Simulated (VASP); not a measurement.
## Os: single point with RPBE

The system is Os.

```
Os
1.0
     2.56838    0.00000    0.00000
     0.00000    2.56838    0.00000
     0.00000    0.00000    2.56838
Os
1
Cartesian
  0.0000 0.0000 0.0000
```

| Item | Value |
| --- | --- |
| Program | VASP 6.6.1 |
| Task | single point |
| Functional | RPBE |
| Potentials or basis | VASP PAW PBE potentials, release 64 (Os) |
| Cutoff | 520 eV |
| k mesh | 14 × 14 × 14 |
| Occupations | fermi-dirac, width 0.1 eV |
| Spin | no spin polarisation |

The pressure is -0.1 GPa and the band gap on the k mesh is zero (band 4 reaches 11.84 eV, above the bottom of band 5 at 6.13 eV).

Levels at points of the mesh, in eV from the Fermi level:
| k point | band 1 | band 2 | band 3 | band 4 | band 5 | band 6 | band 7 | band 8 |
| --- | --- | --- | --- | --- | --- | --- | --- | --- |
| (0.00, 0.00, 0.00) | -9.30 | -5.81 | -5.81 | 2.21 | 2.21 | 2.21 | 15.40 | 15.40 |
| (0.50, 0.00, 0.00) | -6.12 | -4.99 | -1.10 | -0.93 | -0.93 | 2.53 | 6.96 | 15.65 |
| (0.50, 0.50, 0.00) | -6.49 | -4.43 | -0.33 | -0.33 | 4.46 | 4.46 | 4.55 | 12.44 |
| (0.50, 0.50, 0.50) | -5.09 | -5.09 | -5.09 | 4.77 | 4.77 | 8.53 | 11.04 | 11.04 |

It took 28 s on 1 thread of Intel Xeon 8259CL (shared host), peak memory 0.14 GiB.

Caveat: the PAW data sets were made with another functional, which shifts forces and pressure a little; spin-orbit coupling is left out, which moves the levels of the heavy elements.
